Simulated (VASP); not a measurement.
# CdTe (F-43m) in VASP: further runs

The runs below take CdTe through single point, with PBEsol.

Everything below comes from runs of VASP 6.6.1. Logs are shortened: lines on timing, memory, paths and dates and some standing lists are left out, and cuts for length are marked.

## 1. The cell of the first run

It takes space group F-43m (No. 216, cubic). Conventional cell: a = 6.039 Å, b = 6.039 Å, c = 6.039 Å, α = 90.00°, β = 90.00°, γ = 90.00°. Within 3.4 Å of Cd (site symmetry -43m) lie 4 Te at 2.62 Å. Te (site symmetry -43m) has 4 Cd at 2.62 Å within 3.4 Å.

## 2. Single point, PBEsol

File INCAR:

```
  PREC = Accurate
  ENCUT = 520
  EDIFF = 1E-6
  ISMEAR = 0
  SIGMA = 0.01
  LREAL = False
  LASPH = True
  NELM = 80
  ALGO = Normal
  ISIF = 2
  LWAVE = False
  LCHARG = False
  GGA = PS
  NBANDS = 16
```

File KPOINTS:

```
Automatic mesh
0
Gamma
  6 6 6
```

File POSCAR:

```
CdTe
1.0
    0.0000000000      3.0197278029      3.0197278029
    3.0197278029      0.0000000000      3.0197278029
    3.0197278029      3.0197278029      0.0000000000
Cd Te
1 1
Direct
    0.0000000000      0.0000000000      0.0000000000
    0.7500000000      0.7500000000      0.7500000000
```

Potentials or basis: VASP PAW PBE potentials, release 64 (Cd, Te).

Launch:

```sh
$ cat potpaw_PBE.64/Cd/POTCAR potpaw_PBE.64/Te/POTCAR > POTCAR
$ mpirun -np 1 vasp_std > vasp.out
```

OUTCAR:

```text
PREC = Accurate
   ENCUT = 520
   EDIFF = 1E-6
   ISMEAR = 0
   LREAL = False
   LASPH = True
   NELM = 80
   ISIF = 2
   GGA = PS

 ion  position               nearest neighbor table
   1  0.000  0.000  0.000-   2 2.62   2 2.62   2 2.62   2 2.62
   2  0.750  0.750  0.750-   1 2.62   1 2.62   1 2.62   1 2.62

  LATTYP: Found a face centered cubic cell.
 ALAT       =     6.0394556058

  Lattice vectors:

 A1 = (   0.0000000000,   3.0197278029,   3.0197278029)
 A2 = (   3.0197278029,   0.0000000000,   3.0197278029)
 A3 = (   3.0197278029,   3.0197278029,   0.0000000000)

Analysis of symmetry for initial positions (statically):
=====================================================================
 Subroutine PRICEL returns:
 Original cell was already a primitive cell.

 Routine SETGRP: Setting up the symmetry group for a
 face centered cubic supercell.

 Subroutine GETGRP returns: Found 24 space group operations
 (whereof 24 operations were pure point group operations)
 out of a pool of 48 trial point group operations.

The static configuration has the point symmetry T_d .

Analysis of symmetry for dynamics (positions and initial velocities):
=====================================================================
 Subroutine PRICEL returns:
 Original cell was already a primitive cell.

 Routine SETGRP: Setting up the symmetry group for a
 face centered cubic supercell.

 Subroutine GETGRP returns: Found 24 space group operations
 (whereof 24 operations were pure point group operations)
 out of a pool of 48 trial point group operations.

The dynamic configuration has the point symmetry T_d .

 Subroutine INISYM returns: Found 24 space group operations
 (whereof 24 operations are pure point group operations),
 and found     1 'primitive' translations

----------------------------------------------------------------------------------------

                                     Primitive cell

  volume of cell :      55.0723

  direct lattice vectors                    reciprocal lattice vectors
     0.000000000  3.019727803  3.019727803    -0.165577838  0.165577838  0.165577838
     3.019727803  0.000000000  3.019727803     0.165577838 -0.165577838  0.165577838
     3.019727803  3.019727803  0.000000000     0.165577838  0.165577838 -0.165577838

  length of vectors
     4.270540014  4.270540014  4.270540014     0.286789227  0.286789227  0.286789227

  position of ions in fractional coordinates (direct lattice)
     0.000000000  0.000000000  0.000000000
     0.750000000  0.750000000  0.750000000

  ion indices of the primitive-cell ions
   primitive index   ion index
                 1           1
                 2           2

----------------------------------------------------------------------------------------

 KPOINTS: Automatic mesh

Automatic generation of k-mesh.
 Grid dimensions read from file:
 generate k-points for:    6    6    6

 Generating k-lattice:

  Cartesian coordinates                     Fractional coordinates (reciprocal lattice)
    -0.027596306  0.027596306  0.027596306     0.166666667  0.000000000  0.000000000
     0.027596306 -0.027596306  0.027596306     0.000000000  0.166666667  0.000000000
     0.027596306  0.027596306 -0.027596306     0.000000000  0.000000000  0.166666667

  Length of vectors
     0.047798205  0.047798205  0.047798205

  Shift w.r.t. Gamma in fractional coordinates (k-lattice)
     0.000000000  0.000000000  0.000000000

 Subroutine IBZKPT returns following result:
 ===========================================

 Found     16 irreducible k-points:

 Following reciprocal coordinates:
            Coordinates               Weight
  0.000000  0.000000  0.000000      1.000000
  0.166667  0.000000  0.000000      8.000000
  0.333333  0.000000  0.000000      8.000000
  0.500000  0.000000  0.000000      4.000000
  0.166667  0.166667  0.000000      6.000000
  0.333333  0.166667  0.000000     24.000000
[... 8 lines left out ...]
 -0.333333  0.333333  0.166667     24.000000
 -0.333333  0.500000  0.166667     12.000000
   k-points           NKPTS =     16   k-points in BZ     NKDIM =     16   number of bands    NBANDS=     16
   number of dos      NEDOS =    301   number of ions     NIONS =      2
   total plane-waves  NPLWV =  32768
   dimension x,y,z NGX =    32 NGY =   32 NGZ =   32
   dimension x,y,z NGXF=    64 NGYF=   64 NGZF=   64
   ions per type =               1   1
   NGX,Y,Z   is equivalent  to a cutoff of  12.46, 12.46, 12.46 a.u.
   NGXF,Y,Z  is equivalent  to a cutoff of  24.91, 24.91, 24.91 a.u.
 SYSTEM =  unknown system
   PREC   = accura    normal or accurate (medium, high low for compatibility)
   ISTART =      0    job   : 0-new  1-cont  2-samecut
   ICHARG =      2    charge: 1-file 2-atom 10-const
   ISPIN  =      1    spin polarized calculation?
   LNONCOLLINEAR =      F non collinear calculations
   LSORBIT =      F    spin-orbit coupling
   LASPH  =      T    aspherical Exc in radial PAW
   ENCUT  =  520.0 eV  38.22 Ry    6.18 a.u.   7.94  7.94  7.94*2*pi/ulx,y,z
   NELM   =     80;   NELMIN=  2; NELMDL= -5     # of ELM steps
   EDIFF  = 0.1E-05   stopping-criterion for ELM
   LREAL  =      F    real-space projection
   EDIFFG = 0.1E-04   stopping-criterion for IOM
   NSW    =      0    number of steps for IOM
   IBRION =     -1    ionic relax: 0-MD 1-quasi-New 2-CG
   NFREE  =      0    steps in history (QN), initial steepest desc. (CG)
   ISIF   =      2    stress and relaxation
   ISYM   =      2    0-nonsym 1-usesym 2-fastsym
   POTIM  = 0.5000    time-step for ionic-motion
   TEBEG  =    0.0;   TEEND  =   0.0 temperature during run
   PSTRESS=    0.0 pullay stress
   NELECT =      18.0000    total number of electrons
   NUPDOWN=      -1.0000    fix difference up-down
   EMIN   =  10.00;   EMAX   =-10.00  energy-range for DOS
   EFERMI =   0.00;   METHOD = LEGACY
   ISMEAR =     0;   SIGMA  =   0.01  broadening in eV -4-tet -1-fermi 0-gaus
   EFERMI_NEDOS =   21; number of points for ismear=-14 and -15
   IALGO  =     38    algorithm
   IMIX   =      4    mixing-type and parameters
     AMIX     =   0.40;   BMIX     =  1.00
     AMIX_MAG =   1.60;   BMIX_MAG =  1.00
  volume/ion in A,a.u.               =      27.54       185.82
  Fermi-wavevector in a.u.,A,eV,Ry     =   1.127685  2.131016 17.302173  1.271674
  Thomas-Fermi vector in A             =   2.264372
   LORBIT       =      0    0 simple, 1 ext, 2 COOP (PROOUT), +10 PAW based schemes
   GGA     = PS    functional components
   LHFCALC =     F    Hartree Fock is set to
   AEXX    =    0.0000 exact exchange contribution
   IVDW    =     0    specifies the selected vdW correction
   LEPSILON=     F    determine dielectric tensor
   LRPA    =     F    only Hartree local field effects (RPA)
 non-spin polarized calculation
 Gauss-broadening in eV      SIGMA  =   0.01
  energy-cutoff  :      520.00
  volume of cell :       55.07
 maximum number of plane-waves:      1524
   NGX = 15   NGY = 15   NGZ = 15

 number of electron      17.9999994 magnetization

 Free energy of the ion-electron system (eV)
  ---------------------------------------------------
  ext. energy  EPLUGINS =         0.00000000
  ---------------------------------------------------
  free energy    TOTEN  =        -4.95821709 eV

  energy without entropy =       -4.95821709  energy(sigma->0) =       -4.95821709

 E-fermi :   4.5534     XC(G=0):  -9.7514

 val. band max:        4.4329132195   @ k =   0.0000   0.0000   0.0000
 cond. band min:       5.7425164743   @ k =   0.0000   0.0000   0.0000
 fundamental gap:      1.3096032547
 Fermi energy:         4.5534267808

 k-point     1 :       0.0000    0.0000    0.0000
  band No.  band energies     occupation
      1      -8.2593      2.00000
      2      -4.8425      2.00000
      3      -4.8425      2.00000
      4      -4.8425      2.00000
      5      -4.3852      2.00000
      6      -4.3852      2.00000
[... 8 lines left out ...]
     15      14.1301      0.00000
     16      14.1301      0.00000

 k-point     2 :       0.1667    0.0000    0.0000
  band No.  band energies     occupation
      1      -8.1011      2.00000
      2      -4.8094      2.00000
      3      -4.8094      2.00000
      4      -4.7477      2.00000
      5      -4.3887      2.00000
      6      -4.3887      2.00000
[... 8 lines left out ...]
     15      12.8745      0.00000
     16      12.8745      0.00000

 k-point     3 :       0.3333    0.0000    0.0000
  band No.  band energies     occupation
      1      -7.7793      2.00000
      2      -4.7535      2.00000
      3      -4.7535      2.00000
      4      -4.3823      2.00000
      5      -4.3823      2.00000
      6      -4.3414      2.00000
[... 8 lines left out ...]
     15      13.4524      0.00000
     16      13.4524      0.00000

 k-point     4 :       0.5000    0.0000    0.0000
  band No.  band energies     occupation
      1      -7.6214      2.00000
      2      -4.7327      2.00000
      3      -4.7327      2.00000
      4      -4.3700      2.00000
      5      -4.3700      2.00000
      6      -3.8354      2.00000
[... 8 lines left out ...]
     15      15.1420      0.00000
     16      15.1420      0.00000
[... 172 lines left out ...]
 k-point    14 :       0.5000    0.3333    0.1667
  band No.  band energies     occupation
      1      -7.5765      2.00000
      2      -4.6757      2.00000
      3      -4.6689      2.00000
      4      -4.4833      2.00000
      5      -4.3669      2.00000
      6      -3.9653      2.00000
[... 8 lines left out ...]
     15      15.2970      0.00000
     16      16.3524      0.00000

 k-point    15 :      -0.3333    0.3333    0.1667
  band No.  band energies     occupation
      1      -7.4788      2.00000
      2      -4.6703      2.00000
      3      -4.6368      2.00000
      4      -4.4365      2.00000
      5      -4.3886      2.00000
      6      -3.5724      2.00000
[... 8 lines left out ...]
     15      15.4196      0.00000
     16      16.3228      0.00000

 k-point    16 :      -0.3333    0.5000    0.1667
  band No.  band energies     occupation
      1      -7.4312      2.00000
      2      -4.6409      2.00000
      3      -4.5991      2.00000
      4      -4.4778      2.00000
      5      -4.3698      2.00000
      6      -3.4766      2.00000
[... 8 lines left out ...]
     15      16.3322      0.00000
     16      16.5015      0.00000

------------------------ aborting loop because EDIFF is reached ----------------------------------------

  FORCE on cell =-STRESS in cart. coord.  units (eV):
  Direction    XX          YY          ZZ          XY          YZ          ZX
  --------------------------------------------------------------------------------------
  -------------------------------------------------------------------------------------
  Total        5.2810821      5.2810821      5.2810821      0.0000000      0.0000000     -0.0000000
  in kB      153.6385184    153.6385184    153.6385184      0.0000000      0.0000000     -0.0000000
  external PRESSURE =     153.6385184 kB  Pullay stress =       0.0000000 kB

 VOLUME and BASIS-vectors are now :
 -----------------------------------------------------------------------------
  energy-cutoff  :      520.00
  volume of cell :       55.07
      direct lattice vectors                 reciprocal lattice vectors
     0.000000000  3.019727803  3.019727803    -0.165577838  0.165577838  0.165577838
     3.019727803  0.000000000  3.019727803     0.165577838 -0.165577838  0.165577838
     3.019727803  3.019727803  0.000000000     0.165577838  0.165577838 -0.165577838

 POSITION                                       TOTAL-FORCE (eV/Angst)
 -----------------------------------------------------------------------------------
      0.00000      0.00000      0.00000         0.000000      0.000000      0.000000
      4.52959      4.52959      4.52959        -0.000000     -0.000000     -0.000000
 -----------------------------------------------------------------------------------
    total drift:                                0.000000      0.000000      0.000000

  FREE ENERGIE OF THE ION-ELECTRON SYSTEM (eV)
  ---------------------------------------------------
  free  energy   TOTEN  =        -4.9582170865 eV

  energy  without entropy=       -4.9582170865  energy(sigma->0) =       -4.95821709
```

Wall time 12 s (1 thread of Intel Xeon 6975P-C (Granite Rapids), shared host); peak memory 0.16 GiB.

What came out:

```
Free energy            : -4.9582 eV
Pressure               : 15.4 GPa
Band gap on the k mesh : 1.31 eV, direct
```

Caveat: the PAW data sets were made with another functional, which shifts forces and pressure a little; spin-orbit coupling is left out, which moves the levels of the heavy elements. PBEsol gaps usually lie below the measured ones, often by a third to a half.

## 3. Single point, PBEsol

This run uses another cell than the first one, of 29.03 Å³/atom, 1.054 times its volume.

File INCAR:

```
SYSTEM = CdTe
  PREC = Accurate
  ENCUT = 520
  EDIFF = 1E-6
  ISMEAR = 0
  SIGMA = 0.01
  LREAL = .FALSE.
  LASPH = .TRUE.
  NELM = 80
  ALGO = Normal
  ISIF = 2
  LWAVE = .FALSE.
  LCHARG = .TRUE.
  GGA = PS
  LELF = .TRUE.
  LVHAR = .TRUE.
  NBANDS = 16
```

File KPOINTS:

```
Automatic mesh
0
G
  6 6 6
  0 0 0
```

File POSCAR:

```
CdTe
1.0
    0.0000000000      3.0732226112      3.0732226112
    3.0732226112      0.0000000000      3.0732226112
    3.0732226112      3.0732226112      0.0000000000
Cd Te
1 1
Direct
    0.0000000000      0.0000000000      0.0000000000
    0.7500000000      0.7500000000      0.7500000000
```

Potentials or basis: VASP PAW PBE potentials, release 64 (Cd, Te).

Launch:

```sh
$ cat potpaw_PBE.64/Cd/POTCAR potpaw_PBE.64/Te/POTCAR > POTCAR
$ mpirun -np 1 vasp_std > vasp.out
```

Run time: 16 s. Hardware: 1 thread of Intel Xeon 6975P-C (Granite Rapids), shared host; peak memory 0.16 GiB.

The run converged. Its results:

```yaml
Free_energy: -5.1948 eV
Pressure: 10.3 GPa
Band_gap_on_the_k_mesh: 1.15 eV, direct
```

Levels at points of the mesh, in eV from the valence-band top:
| k point | band 7 | band 8 | band 9 | band 10 | band 11 | band 12 |
| --- | --- | --- | --- | --- | --- | --- |
| (0.00, 0.00, 0.00) | 0.00 | 0.00 | 0.00 | 1.15 | 4.38 | 4.38 |
| (0.50, 0.00, 0.00) | -5.51 | -1.06 | -1.06 | 1.86 | 5.01 | 5.01 |
| (0.50, 0.50, 0.00) | -5.20 | -2.51 | -2.51 | 2.08 | 2.46 | 9.67 |

Caveat: the PAW data sets were made with another functional, which shifts forces and pressure a little; spin-orbit coupling is left out, which moves the levels of the heavy elements.
